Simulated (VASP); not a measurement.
# MgO (I4mm) in VASP: a series of runs, part 2 of 2

VASP 6.6.1.

### 6 Single point, r2SCAN (all Mg atoms moved +0.025 Å, as atom 1 along Cartesian [0 1 0])

The input, POSCAR:

```
MgO
1.0
    0.0000000000      2.1021086852      2.1021086852
    2.1021086852      0.0000000000      2.1021086852
    2.1021086852      2.1021086852      0.0000000000
Mg O
1 1
Direct
    0.0059464099     -0.0059464099      0.0059464099
    0.5000000000      0.5000000000      0.5000000000
```

The input, INCAR.step1:

```
SYSTEM = MgO
  PREC = Accurate
  ENCUT = 520
  ISMEAR = 0
  SIGMA = 0.05
  LREAL = .False.
  LASPH = .True.
  NELM = 100
  NBANDS = 11
  GGA = PE
  ALGO = Normal
  EDIFF = 1E-4
  LWAVE = .True.
  LCHARG = .False.
```

The input, INCAR.step2:

```
SYSTEM = MgO
  PREC = Accurate
  ENCUT = 520
  EDIFF = 1E-6
  ISMEAR = 0
  SIGMA = 0.05
  LREAL = .False.
  LASPH = .True.
  NELM = 100
  ALGO = Normal
  ISIF = 2
  LWAVE = .False.
  LCHARG = .False.
  METAGGA = R2SCAN
  LMIXTAU = .True.
  NBANDS = 11
  ISTART = 1
```

The input, KPOINTS:

```
Automatic mesh
0
Gamma
  10 10 10
  0 0 0
```

Potentials or basis: VASP PAW PBE potentials, release 64 (Mg, O).

The run is started by

```console
cat potpaw_PBE.64/Mg/POTCAR potpaw_PBE.64/O/POTCAR > POTCAR
cp INCAR.step1 INCAR
mpirun -np 1 vasp_std > vasp.out
cp INCAR.step2 INCAR
mpirun -np 1 vasp_std > vasp.out
```

OUTCAR:

```text
SYSTEM = MgO
   PREC = Accurate
   ENCUT = 520
   EDIFF = 1E-6
   ISMEAR = 0
   LREAL = .False.
   LASPH = .True.
   NELM = 100
   ISIF = 2
   METAGGA = R2SCAN
   ISTART = 1

 ion  position               nearest neighbor table
   1  0.006  0.994  0.006-   2 2.08   2 2.10   2 2.10   2 2.10   2 2.10   2 2.13
   2  0.500  0.500  0.500-   1 2.08   1 2.10   1 2.10   1 2.10   1 2.10   1 2.13

  LATTYP: Found a face centered cubic cell.
 ALAT       =     4.2042173704

  Lattice vectors:

 A1 = (   0.0000000000,   2.1021086852,   2.1021086852)
 A2 = (   2.1021086852,   0.0000000000,   2.1021086852)
 A3 = (   2.1021086852,   2.1021086852,   0.0000000000)

Analysis of symmetry for initial positions (statically):
=====================================================================
 Subroutine PRICEL returns:
 Original cell was already a primitive cell.

 Routine SETGRP: Setting up the symmetry group for a
 face centered cubic supercell.

 Subroutine GETGRP returns: Found  8 space group operations
 (whereof  8 operations were pure point group operations)
 out of a pool of 48 trial point group operations.

The static configuration has the point symmetry C_4v.

Analysis of symmetry for dynamics (positions and initial velocities):
=====================================================================
 Subroutine PRICEL returns:
 Original cell was already a primitive cell.

 Routine SETGRP: Setting up the symmetry group for a
 face centered cubic supercell.

 Subroutine GETGRP returns: Found  8 space group operations
 (whereof  8 operations were pure point group operations)
 out of a pool of 48 trial point group operations.

The dynamic configuration has the point symmetry C_4v.

 Subroutine INISYM returns: Found  8 space group operations
 (whereof  8 operations are pure point group operations),
 and found     1 'primitive' translations

----------------------------------------------------------------------------------------

                                     Primitive cell

  volume of cell :      18.5779

  direct lattice vectors                    reciprocal lattice vectors
     0.000000000  2.102108685  2.102108685    -0.237856398  0.237856398  0.237856398
     2.102108685  0.000000000  2.102108685     0.237856398 -0.237856398  0.237856398
     2.102108685  2.102108685  0.000000000     0.237856398  0.237856398 -0.237856398

  length of vectors
     2.972830612  2.972830612  2.972830612     0.411979366  0.411979366  0.411979366

  position of ions in fractional coordinates (direct lattice)
     0.005946410  0.994053590  0.005946410
     0.500000000  0.500000000  0.500000000

  ion indices of the primitive-cell ions
   primitive index   ion index
                 1           1
                 2           2

----------------------------------------------------------------------------------------

 KPOINTS: Automatic mesh

Automatic generation of k-mesh.
 Grid dimensions read from file:
 generate k-points for:   10   10   10

 Generating k-lattice:

  Cartesian coordinates                     Fractional coordinates (reciprocal lattice)
    -0.023785640  0.023785640  0.023785640     0.100000000  0.000000000  0.000000000
     0.023785640 -0.023785640  0.023785640     0.000000000  0.100000000  0.000000000
     0.023785640  0.023785640 -0.023785640     0.000000000  0.000000000  0.100000000

  Length of vectors
     0.041197937  0.041197937  0.041197937

  Shift w.r.t. Gamma in fractional coordinates (k-lattice)
     0.000000000  0.000000000  0.000000000

 Subroutine IBZKPT returns following result:
 ===========================================

 Found    102 irreducible k-points:

 Following reciprocal coordinates:
            Coordinates               Weight
  0.000000  0.000000  0.000000      1.000000
  0.100000  0.000000  0.000000      8.000000
  0.200000  0.000000  0.000000      8.000000
  0.300000  0.000000  0.000000      8.000000
  0.400000  0.000000  0.000000      8.000000
  0.500000  0.000000  0.000000      4.000000
[... 16 lines left out ...]
 -0.100000  0.100000  0.000000      8.000000
  0.100000  0.000000 -0.100000      4.000000
 [... further k-points ...]
   k-points           NKPTS =    102   k-points in BZ     NKDIM =    102   number of bands    NBANDS=     11
   number of dos      NEDOS =    301   number of ions     NIONS =      2
   total plane-waves  NPLWV =  13824
   dimension x,y,z NGX =    24 NGY =   24 NGZ =   24
   dimension x,y,z NGXF=    48 NGYF=   48 NGZF=   48
   ions per type =               1   1
   NGX,Y,Z   is equivalent  to a cutoff of  13.42, 13.42, 13.42 a.u.
   NGXF,Y,Z  is equivalent  to a cutoff of  26.84, 26.84, 26.84 a.u.
 SYSTEM =  MgO
   PREC   = accura    normal or accurate (medium, high low for compatibility)
   ISTART =      1    job   : 0-new  1-cont  2-samecut
   ICHARG =      0    charge: 1-file 2-atom 10-const
   ISPIN  =      1    spin polarized calculation?
   LNONCOLLINEAR =      F non collinear calculations
   LSORBIT =      F    spin-orbit coupling
   LASPH  =      T    aspherical Exc in radial PAW
   ENCUT  =  520.0 eV  38.22 Ry    6.18 a.u.   5.53  5.53  5.53*2*pi/ulx,y,z
   NELM   =    100;   NELMIN=  2; NELMDL=  0     # of ELM steps
   EDIFF  = 0.1E-05   stopping-criterion for ELM
   LREAL  =      F    real-space projection
   EDIFFG = 0.1E-04   stopping-criterion for IOM
   NSW    =      0    number of steps for IOM
   IBRION =     -1    ionic relax: 0-MD 1-quasi-New 2-CG
   NFREE  =      0    steps in history (QN), initial steepest desc. (CG)
   ISIF   =      2    stress and relaxation
   ISYM   =      2    0-nonsym 1-usesym 2-fastsym
   POTIM  = 0.5000    time-step for ionic-motion
   TEBEG  =    0.0;   TEEND  =   0.0 temperature during run
   PSTRESS=    0.0 pullay stress
   NELECT =       8.0000    total number of electrons
   NUPDOWN=      -1.0000    fix difference up-down
   EMIN   =  10.00;   EMAX   =-10.00  energy-range for DOS
   EFERMI =   0.00;   METHOD = LEGACY
   ISMEAR =     0;   SIGMA  =   0.05  broadening in eV -4-tet -1-fermi 0-gaus
   EFERMI_NEDOS =   21; number of points for ismear=-14 and -15
   IALGO  =     38    algorithm
   IMIX   =      4    mixing-type and parameters
     AMIX     =   0.40;   BMIX     =  1.00
     AMIX_MAG =   1.60;   BMIX_MAG =  1.00
  volume/ion in A,a.u.               =       9.29        62.68
  Fermi-wavevector in a.u.,A,eV,Ry     =   1.236250  2.336174 20.793977  1.528314
  Thomas-Fermi vector in A             =   2.370866
   LORBIT       =      0    0 simple, 1 ext, 2 COOP (PROOUT), +10 PAW based schemes
   METAGGA = R2SCAN    functional components
   LHFCALC =     F    Hartree Fock is set to
   AEXX    =    0.0000 exact exchange contribution
   IVDW    =     0    specifies the selected vdW correction
   LEPSILON=     F    determine dielectric tensor
   LRPA    =     F    only Hartree local field effects (RPA)
 non-spin polarized calculation
 Gauss-broadening in eV      SIGMA  =   0.05
  energy-cutoff  :      520.00
  volume of cell :       18.58
 maximum number of plane-waves:       531
 NGX is ok and might be reduce to    24
   NGX = 11   NGY = 11   NGZ = 11

 number of electron       8.0000004 magnetization

 Free energy of the ion-electron system (eV)
  ---------------------------------------------------
  ext. energy  EPLUGINS =         0.00000000
  ---------------------------------------------------
  free energy    TOTEN  =       -16.15942575 eV

  energy without entropy =      -16.15942575  energy(sigma->0) =      -16.15942575

 E-fermi :   3.1427     XC(G=0): -11.6234

 val. band max:        2.8165219013   @ k =   0.0000   0.0000   0.0000
 cond. band min:       8.4770442456   @ k =   0.0000   0.0000   0.0000
 fundamental gap:      5.6605223443
 Fermi energy:         3.1427182070

 k-point     1 :       0.0000    0.0000    0.0000
  band No.  band energies     occupation
      1     -15.4124      2.00000
      2       2.8158      2.00000
      3       2.8165      2.00000
      4       2.8165      2.00000
      5       8.4770      0.00000
      6      19.6846      0.00000
      7      19.6860      0.00000
      8      19.6860      0.00000
      9      23.8432      0.00000
     10      25.6188      0.00000
     11      25.6217      0.00000
[... 309 lines left out ...]
 k-point    24 :       0.1000    0.0000   -0.1000
  band No.  band energies     occupation
      1     -15.1424      2.00000
      2       1.4727      2.00000
      3       2.4781      2.00000
      4       2.6922      2.00000
      5       9.8980      0.00000
      6      17.3470      0.00000
      7      20.1666      0.00000
      8      20.3789      0.00000
      9      23.5462      0.00000
     10      25.0348      0.00000
     11      27.1630      0.00000

 [... further k-points ...]
[... 5 lines left out ...]
  --------------------------------------------------------------------------------------
  -------------------------------------------------------------------------------------
  Total       -0.1321354     -0.1057941     -0.1321354      0.0000000      0.0000000      0.0000000
  in kB      -11.3955191     -9.1238205    -11.3955191      0.0000000      0.0000000      0.0000000
  external PRESSURE =     -10.6382862 kB  Pullay stress =       0.0000000 kB

 VOLUME and BASIS-vectors are now :
 -----------------------------------------------------------------------------
  energy-cutoff  :      520.00
  volume of cell :       18.58
      direct lattice vectors                 reciprocal lattice vectors
     0.000000000  2.102108685  2.102108685    -0.237856398  0.237856398  0.237856398
     2.102108685  0.000000000  2.102108685     0.237856398 -0.237856398  0.237856398
     2.102108685  2.102108685  0.000000000     0.237856398  0.237856398 -0.237856398

 POSITION                                       TOTAL-FORCE (eV/Angst)
 -----------------------------------------------------------------------------------
      2.10211      0.02500      2.10211         0.000000     -0.141946      0.000000
      2.10211      2.10211      2.10211         0.000000      0.141946      0.000000
 -----------------------------------------------------------------------------------
    total drift:                                0.000001      0.005164      0.000001

  FREE ENERGIE OF THE ION-ELECTRON SYSTEM (eV)
  ---------------------------------------------------
  free  energy   TOTEN  =       -16.1594257514 eV

  energy  without entropy=      -16.1594257514  energy(sigma->0) =      -16.15942575
```

It took 38 s on 1 thread of Intel Xeon Platinum 8488C (Sapphire Rapids), shared host; peak memory 0.15 GiB.

Results:

* Free energy: -16.1594 eV
* Pressure: -1.1 GPa
* Largest force: 0.142 eV/Å
* Band gap on the k mesh: 5.66 eV, direct

Forces in eV/Å, atoms in the order of the input:
```
Mg   0.000 -0.142  0.000
O    0.000  0.142  0.000
```

Caveat: the cell differs from its parent crystal (all Mg atoms moved +0.025 Å, as atom 1 along Cartesian [0 1 0]); the PAW data sets were made with another functional, which shifts forces and pressure a little.
